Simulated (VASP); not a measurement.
# SiC3 (Pm-3m) in VASP: further runs

SiC3 is run at these levels: PBE; tasks: single point, relaxation of cell and atoms.

Everything below comes from runs of VASP 6.6.1. Logs are shortened: lines on timing, memory, paths and dates and some standing lists are left out, and cuts for length are marked.

## 1. The cell of the first run

The structure is cubic, space group Pm-3m (No. 221). Conventional cell: a = 3.771 Å, b = 3.771 Å, c = 3.771 Å, α = 90.00°, β = 90.00°, γ = 90.00°. Si (site symmetry m-3m) has 12 C at 2.67 Å within 3.5 Å. C (site symmetry 4/mmm) has 4 Si at 2.67 Å and 8 C at 2.67 Å within 3.5 Å.

## 2. Single point, PBE, collinear spin, ferromagnetic start

INCAR

```
PREC = Accurate
ENCUT = 520
EDIFF = 1E-6
ISMEAR = 0
SIGMA = 0.1
LREAL = F
LASPH = T
NELM = 150
ALGO = Normal
ISIF = 2
LWAVE = F
LCHARG = F
ISPIN = 2
MAGMOM = 0 1 1 1
LORBIT = 11
GGA = PE
NBANDS = 20
```

KPOINTS

```
Automatic mesh
0
Gamma
  4 4 4
```

POSCAR

```
SiC3
1.0
    3.7713073200      0.0000000000      0.0000000000
    0.0000000000      3.7713073200      0.0000000000
    0.0000000000      0.0000000000      3.7713073200
Si C
1 3
Direct
    0.0000000000      0.0000000000      0.0000000000
    0.5000000000      0.0000000000      0.5000000000
    0.0000000000      0.5000000000      0.5000000000
    0.5000000000      0.5000000000      0.0000000000
```

Potentials or basis: VASP PAW PBE potentials, release 64 (Si, C).

Command:

```
$ cat potpaw_PBE.64/Si/POTCAR potpaw_PBE.64/C/POTCAR > POTCAR
$ mpirun -np 1 vasp_std > vasp.out
```

OUTCAR:

```text
PREC = Accurate
   ENCUT = 520
   EDIFF = 1E-6
   ISMEAR = 0
   LREAL = F
   LASPH = T
   NELM = 150
   ISIF = 2
   ISPIN = 2
   LORBIT = 11
   GGA = PE

 ion  position               nearest neighbor table
   1  0.000  0.000  0.000-
   2  0.500  0.000  0.500-
   3  0.000  0.500  0.500-
   4  0.500  0.500  0.000-

  LATTYP: Found a simple cubic cell.
 ALAT       =     3.7713073200

  Lattice vectors:

 A1 = (   3.7713073200,   0.0000000000,   0.0000000000)
 A2 = (   0.0000000000,   3.7713073200,   0.0000000000)
 A3 = (   0.0000000000,   0.0000000000,   3.7713073200)

Analysis of symmetry for initial positions (statically):
=====================================================================
 Subroutine PRICEL returns:
 Original cell was already a primitive cell.

 Routine SETGRP: Setting up the symmetry group for a
 simple cubic supercell.

 Subroutine GETGRP returns: Found 48 space group operations
[... 9 lines left out ...]

 Routine SETGRP: Setting up the symmetry group for a
 simple cubic supercell.

 Subroutine GETGRP returns: Found 48 space group operations
 (whereof 48 operations were pure point group operations)
 out of a pool of 48 trial point group operations.

The dynamic configuration has the point symmetry O_h .

Analysis of structural, dynamic, and magnetic symmetry:
=====================================================================
 Subroutine PRICEL returns:
 Original cell was already a primitive cell.

 Routine SETGRP: Setting up the symmetry group for a
 simple cubic supercell.

 Subroutine GETGRP returns: Found 48 space group operations
 (whereof 48 operations were pure point group operations)
 out of a pool of 48 trial point group operations.

The overall configuration has the point symmetry O_h .

 Subroutine INISYM returns: Found 48 space group operations
[... 5 lines left out ...]
                                     Primitive cell

  volume of cell :      53.6384

  direct lattice vectors                    reciprocal lattice vectors
     3.771307320  0.000000000  0.000000000     0.265160040  0.000000000  0.000000000
     0.000000000  3.771307320  0.000000000     0.000000000  0.265160040  0.000000000
     0.000000000  0.000000000  3.771307320     0.000000000  0.000000000  0.265160040

[... 91 lines left out ...]
     AMIX     =   0.40;   BMIX     =  1.00
     AMIX_MAG =   1.60;   BMIX_MAG =  1.00
  volume/ion in A,a.u.               =      13.41        90.49
  Fermi-wavevector in a.u.,A,eV,Ry     =   1.093846  2.067069 16.279362  1.196499
  Thomas-Fermi vector in A             =   2.230139
   LORBIT       =     11    0 simple, 1 ext, 2 COOP (PROOUT), +10 PAW based schemes
   GGA     = PE    functional components
   LHFCALC =     F    Hartree Fock is set to
   AEXX    =    0.0000 exact exchange contribution
   IVDW    =     0    specifies the selected vdW correction
   LEPSILON=     F    determine dielectric tensor
   LRPA    =     F    only Hartree local field effects (RPA)
 spin polarized calculation
 Gauss-broadening in eV      SIGMA  =   0.10
  energy-cutoff  :      520.00
  volume of cell :       53.64
 maximum number of plane-waves:      1472
   NGX = 15   NGY = 15   NGZ = 15

 number of electron      16.0000001 magnetization       0.2216192

 Free energy of the ion-electron system (eV)
  ---------------------------------------------------
  ext. energy  EPLUGINS =         0.00000000
  ---------------------------------------------------
  free energy    TOTEN  =       -17.83197946 eV

  energy without entropy =      -17.81090851  energy(sigma->0) =      -17.82144398

 E-fermi :   4.0722     XC(G=0): -10.3694

 val. band max:        4.0645597751   @ k =   0.2500   0.0000   0.0000
 cond. band min:       4.0769758550   @ k =   0.2500   0.2500   0.0000
 fundamental gap:      0.0124160799
 Fermi energy:         4.0722226387

 spin component 1

 k-point     1 :       0.0000    0.0000    0.0000
  band No.  band energies     occupation
      1      -9.3603      1.00000
      2      -3.1833      1.00000
      3      -3.1833      1.00000
      4       0.1872      1.00000
      5       0.1872      1.00000
      6       0.1872      1.00000
[... 206 lines left out ...]
      6      -1.1426      1.00000
[... 12 lines left out ...]
     19      16.8957      0.00000
     20      18.8824      0.00000
 Fermi energy:         4.0722226387

 spin component 2

 k-point     1 :       0.0000    0.0000    0.0000
  band No.  band energies     occupation
      1      -9.2878      1.00000
      2      -3.0707      1.00000
      3      -3.0707      1.00000
      4       0.2606      1.00000
      5       0.2606      1.00000
      6       0.2606      1.00000
[... 219 lines left out ...]
     19      16.9266      0.00000
     20      18.8847      0.00000

------------------------ aborting loop because EDIFF is reached ----------------------------------------

  FORCE on cell =-STRESS in cart. coord.  units (eV):
  Direction    XX          YY          ZZ          XY          YZ          ZX
  --------------------------------------------------------------------------------------
  -------------------------------------------------------------------------------------
  Total       -8.7332401     -8.7332401     -8.7332401     -0.0000000      0.0000000     -0.0000000
  in kB     -260.8616336   -260.8616336   -260.8616336     -0.0000000      0.0000000     -0.0000000
  external PRESSURE =    -260.8616336 kB  Pullay stress =       0.0000000 kB

 VOLUME and BASIS-vectors are now :
 -----------------------------------------------------------------------------
  energy-cutoff  :      520.00
  volume of cell :       53.64
      direct lattice vectors                 reciprocal lattice vectors
     3.771307320  0.000000000  0.000000000     0.265160040  0.000000000  0.000000000
     0.000000000  3.771307320  0.000000000     0.000000000  0.265160040  0.000000000
     0.000000000  0.000000000  3.771307320     0.000000000  0.000000000  0.265160040

 POSITION                                       TOTAL-FORCE (eV/Angst)
 -----------------------------------------------------------------------------------
      0.00000      0.00000      0.00000         0.000000      0.000000      0.000000
      1.88565      0.00000      1.88565         0.000000      0.000000      0.000000
      0.00000      1.88565      1.88565         0.000000      0.000000      0.000000
      1.88565      1.88565      0.00000         0.000000      0.000000      0.000000
 -----------------------------------------------------------------------------------
    total drift:                                0.000000      0.000000      0.000000

  FREE ENERGIE OF THE ION-ELECTRON SYSTEM (eV)
  ---------------------------------------------------
  free  energy   TOTEN  =       -17.8319794579 eV

  energy  without entropy=      -17.8109085076  energy(sigma->0) =      -17.82144398

 total charge

# of ion       s       p       d       tot
------------------------------------------
    1        0.918   0.464   0.000   1.382
    2        1.052   0.938   0.000   1.990
    3        1.052   0.938   0.000   1.990
    4        1.052   0.938   0.000   1.990
--------------------------------------------------
tot          4.073   3.279   0.000   7.352

 magnetization (x)

# of ion       s       p       d       tot
------------------------------------------
    1       -0.002  -0.005   0.000  -0.007
    2        0.002   0.040   0.000   0.041
    3        0.002   0.040   0.000   0.041
    4        0.002   0.040   0.000   0.041
--------------------------------------------------
tot          0.003   0.114   0.000   0.117
```

stdout:

```text
POSCAR found type information on POSCAR SiC
 POSCAR found :  2 types and       4 ions
 scaLAPACK will be used
 LDA part: xc-table for (Slater+PW92), standard interpolation
 POSCAR, INCAR and KPOINTS ok, starting setup
 FFT: planning ... GRIDC
 FFT: planning ... GRID_SOFT
 FFT: planning ... GRID
 WAVECAR not read
 entering main loop
```

It took 9.3 s on 1 thread of Intel Xeon 6975P-C (Granite Rapids), shared host; peak memory 0.16 GiB.

Results:

- Free energy: -17.8320 eV
- Pressure: -26.1 GPa
- Net moment: 0.22 μB per cell
- Site moments: Si -0.01; C +0.04 μB
- Valence electrons inside the program's atomic spheres: Si 1.38; C 1.99

Levels at points of the mesh, in eV from the Fermi level:
Spin up:
| k point | band 5 | band 6 | band 7 | band 8 | band 9 | band 10 | band 11 | band 12 |
| --- | --- | --- | --- | --- | --- | --- | --- | --- |
| (0.00, 0.00, 0.00) | -3.89 | -3.89 | -3.32 | 0.84 | 0.84 | 0.84 | 2.21 | 2.21 |
| (0.50, 0.00, 0.00) | -2.12 | -2.12 | -1.68 | -1.68 | -0.72 | 0.46 | 2.26 | 2.26 |
| (0.50, 0.50, 0.00) | -1.38 | -1.38 | -1.37 | -0.65 | -0.65 | -0.01 | 0.51 | 2.29 |
| (0.50, 0.50, 0.50) | -5.21 | -5.21 | -5.21 | -4.57 | 2.86 | 2.86 | 2.86 | 3.18 |
Spin down:
```
           k point  band 6  band 7  band 8  band 9  band 10  band 11
(0.00, 0.00, 0.00)   -3.81   -3.31    0.97    0.97     0.97     2.26
(0.50, 0.00, 0.00)   -2.03   -1.59   -1.59   -0.61     0.51     2.35
(0.50, 0.50, 0.00)   -1.29   -1.29   -0.53   -0.53     0.04     0.58
(0.50, 0.50, 0.50)   -5.14   -5.14   -4.53    3.01     3.01     3.01
```

Caveat: the k points lie up to 0.42 Å⁻¹ apart.

## 3. Relaxation of cell and atoms, PBE

This run uses another cell than the first one, of 8.08 Å³/atom, 0.603 times its volume.

INCAR

```
SYSTEM = SiC3
ALGO = Normal ; EDIFF = 1E-7
EDIFFG = -0.04 ; ENCUT = 600
GGA = PE ; IBRION = 2
ISIF = 3 ; ISMEAR = 0
LASPH = .TRUE. ; LCHARG = .FALSE.
LREAL = .FALSE. ; LWAVE = .FALSE.
NELM = 80 ; NSW = 90
PREC = Accurate ; SIGMA = 0.1
```

KPOINTS

```
k-points
0
G
  6 6 6
  0 0 0
```

POSCAR

```
SiC3
1.0
    3.1853029501      0.0000000000      0.0000000000
    0.0000000000      3.1853029501      0.0000000000
    0.0000000000      0.0000000000      3.1853029501
Si C
1 3
Direct
    0.0000000000      0.0000000000      0.0000000000
    0.5000000000      0.0000000000      0.5000000000
    0.0000000000      0.5000000000      0.5000000000
    0.5000000000      0.5000000000      0.0000000000
```

Potentials or basis: VASP PAW PBE potentials, release 64 (Si, C).

Command:

```
$ cat potpaw_PBE.64/Si/POTCAR potpaw_PBE.64/C/POTCAR > POTCAR
$ mpirun -np 1 vasp_std > vasp.out
```

Wall time 10 s (1 thread of Intel Xeon 6975P-C (Granite Rapids), shared host); peak memory 0.15 GiB.

The run converged. Its results:

```yaml
Free_energy: -20.4685 eV
Relaxed_volume: 8.30 Å³/atom
Relaxed_cell: a = 3.214 Å, b = 3.214 Å, c = 3.214 Å, α = 90.00°, β = 90.00°, γ = 90.00°
Space_group_after_relaxing_to_0.05_Å: Pm-3m (No. 221)
Energy_gained_by_relaxing: 3.1 meV/atom
Ionic_steps: 3
Pressure_after_relaxing: 0.0 GPa
Band_gap_on_the_k_mesh: zero (band 8 reaches 10.86 eV, above the bottom of band 9 at 7.48 eV)
```

Step by step:
| step | energy change (eV) | largest force (eV/Å) | pressure (GPa) | volume (Å³) |
| --- | --- | --- | --- | --- |
| 1 | 0.0000 | 0.0000 | 4.57 | 32.32 |
| 2 | -0.0115 | 0.0000 | -1.04 | 33.41 |
| 3 | -0.0122 | 0.0000 | 0.00 | 33.19 |

Final structure:
```
CELL_PARAMETERS angstrom
3.21374 0.00000 0.00000
0.00000 3.21374 0.00000
0.00000 0.00000 3.21374
ATOMIC_POSITIONS crystal
Si 0.00000 0.00000 0.00000
C 0.50000 0.00000 0.50000
C 0.00000 0.50000 0.50000
C 0.50000 0.50000 0.00000
```

Levels at points of the mesh, in eV from the Fermi level:
```tsv
k point	band 4	band 5	band 6	band 7	band 8	band 9	band 10	band 11	band 12
(0.00, 0.00, 0.00)	-6.71	-6.71	-6.71	-1.63	1.07	1.07	1.07	3.46	3.46
(0.50, 0.00, 0.00)	-4.18	-4.18	-3.25	-3.25	-2.42	-2.31	-0.04	3.49	3.49
(0.50, 0.50, 0.00)	-10.95	-1.84	-1.84	-1.22	-0.93	-0.93	-0.75	2.40	2.70
(0.50, 0.50, 0.50)	-8.81	-8.81	-8.81	-8.09	-5.76	4.80	4.80	4.80	5.31
```

## 4. Single point, PBE, collinear spin, ferromagnetic start

This run uses another cell than the first one, of 8.29 Å³/atom, 0.618 times its volume.

INCAR

```
SYSTEM = SiC3
PREC     = Accurate       ! precision mode
ENCUT    = 520            ! plane-wave cutoff, eV
EDIFF    = 1E-7           ! SCF threshold, eV
ISMEAR   = 0              ! smearing method
SIGMA    = 0.1            ! smearing width, eV
LREAL    = .False.        ! projectors in reciprocal space
LASPH    = .True.         ! aspherical terms in the spheres
NELM     = 150            ! most SCF steps
ALGO     = Normal         ! electronic algorithm
ISIF     = 2              ! what is computed and relaxed
LWAVE    = .False.        ! write WAVECAR
LCHARG   = .True.         ! write CHGCAR
ISPIN    = 2              ! spin polarisation
MAGMOM   = 0 1 1 1        ! initial moments
LORBIT   = 11             ! projections on sites
GGA      = PE             ! functional
LELF     = .True.         ! ELF
LVHAR    = .True.       
NBANDS   = 20             ! bands
```

KPOINTS

```
Automatic mesh
0
Gamma
  6 6 6
  0 0 0
```

POSCAR

```
SiC3
1.0
    3.2123187759      0.0000000000      0.0000000000
    0.0000000000      3.2123187759      0.0000000000
    0.0000000000      0.0000000000      3.2123187759
Si C
1 3
Direct
    0.0000000000      0.0000000000      0.0000000000
    0.5000000000      0.0000000000      0.5000000000
    0.0000000000      0.5000000000      0.5000000000
    0.5000000000      0.5000000000      0.0000000000
```

Command:

```
$ cat potpaw_PBE.64/Si/POTCAR potpaw_PBE.64/C/POTCAR > POTCAR
$ mpirun -np 1 vasp_std > vasp.out
```

It took 9.2 s on 1 thread of Intel Xeon 6975P-C (Granite Rapids), shared host; peak memory 0.15 GiB.

It converged, with:

| Item | Value |
| --- | --- |
| Free energy | -20.4685 eV |
| Pressure | 0.3 GPa |
| Band gap on the k mesh | zero (filled and empty bands overlap) |
| Net moment | 0.00 μB per cell |
| Valence electrons inside the program's atomic spheres | Si 1.40; C 2.16 |

Levels at points of the mesh, in eV from the Fermi level:
Spin up:
| k point | band 6 | band 7 | band 8 | band 9 | band 10 | band 11 |
| --- | --- | --- | --- | --- | --- | --- |
| (0.00, 0.00, 0.00) | -6.72 | -1.62 | 1.06 | 1.06 | 1.06 | 3.47 |
| (0.50, 0.00, 0.00) | -3.26 | -3.26 | -2.41 | -2.31 | -0.04 | 3.50 |
| (0.50, 0.50, 0.00) | -1.84 | -1.22 | -0.92 | -0.92 | -0.75 | 2.40 |
| (0.50, 0.50, 0.50) | -8.82 | -8.11 | -5.76 | 4.80 | 4.80 | 4.80 |
Spin down:
| k point | band 5 | band 6 | band 7 | band 8 | band 9 | band 10 | band 11 | band 12 |
| --- | --- | --- | --- | --- | --- | --- | --- | --- |
| (0.00, 0.00, 0.00) | -6.72 | -6.72 | -1.62 | 1.06 | 1.06 | 1.06 | 3.47 | 3.47 |
| (0.50, 0.00, 0.00) | -4.19 | -3.26 | -3.26 | -2.41 | -2.31 | -0.04 | 3.50 | 3.50 |
| (0.50, 0.50, 0.00) | -1.84 | -1.84 | -1.22 | -0.92 | -0.92 | -0.75 | 2.40 | 2.70 |
| (0.50, 0.50, 0.50) | -8.82 | -8.82 | -8.11 | -5.76 | 4.80 | 4.80 | 4.80 | 5.32 |

## 5. Single point, PBE

This run uses another cell than the first one, of 8.21 Å³/atom, 0.612 times its volume.

INCAR

```
SYSTEM = SiC3
  ALGO = Normal
  EDIFF = 1E-7
  ENCUT = 520
  GGA = PE
  ISIF = 2
  ISMEAR = 0
  LASPH = .TRUE.
  LCHARG = .FALSE.
  LREAL = .FALSE.
  LWAVE = .FALSE.
  NBANDS = 16
  NELM = 100
  PREC = Accurate
  SIGMA = 0.1
```

KPOINTS

```
k-points
0
G
  14 14 14
  0 0 0
```

POSCAR

```
SiC3
1.0
    3.2021239026      0.0000000000      0.0000000000
    0.0000000000      3.2021239026      0.0000000000
    0.0000000000      0.0000000000      3.2021239026
Si C
1 3
Direct
    0.0000000000      0.0000000000      0.0000000000
    0.5000000000      0.0000000000      0.5000000000
    0.0000000000      0.5000000000      0.5000000000
    0.5000000000      0.5000000000      0.0000000000
```

Command:

```
$ cat potpaw_PBE.64/Si/POTCAR potpaw_PBE.64/C/POTCAR > POTCAR
$ mpirun -np 1 vasp_std > vasp.out
```

Run time: 14 s. Hardware: 1 thread of Intel Xeon 6975P-C (Granite Rapids), shared host; peak memory 0.16 GiB.

It converged, with:

```yaml
Free_energy: -20.4919 eV
Pressure: 0.1 GPa
Band_gap_on_the_k_mesh: zero (band 8 reaches 11.01 eV, above the bottom of band 9 at 7.60 eV)
```

Levels at points of the mesh, in eV from the Fermi level:
| k point | band 5 | band 6 | band 7 | band 8 | band 9 | band 10 | band 11 | band 12 |
| --- | --- | --- | --- | --- | --- | --- | --- | --- |
| (0.00, 0.00, 0.00) | -6.68 | -6.68 | -1.47 | 1.18 | 1.18 | 1.18 | 3.59 | 3.59 |
| (0.50, 0.00, 0.00) | -4.14 | -3.18 | -3.18 | -2.25 | -2.24 | 0.03 | 3.61 | 3.61 |
| (0.50, 0.50, 0.00) | -1.76 | -1.76 | -1.13 | -0.80 | -0.80 | -0.69 | 2.58 | 2.86 |
| (0.50, 0.50, 0.50) | -8.79 | -8.79 | -8.12 | -5.62 | 4.95 | 4.95 | 4.95 | 5.45 |

(Part 1 of 2 ends here.)
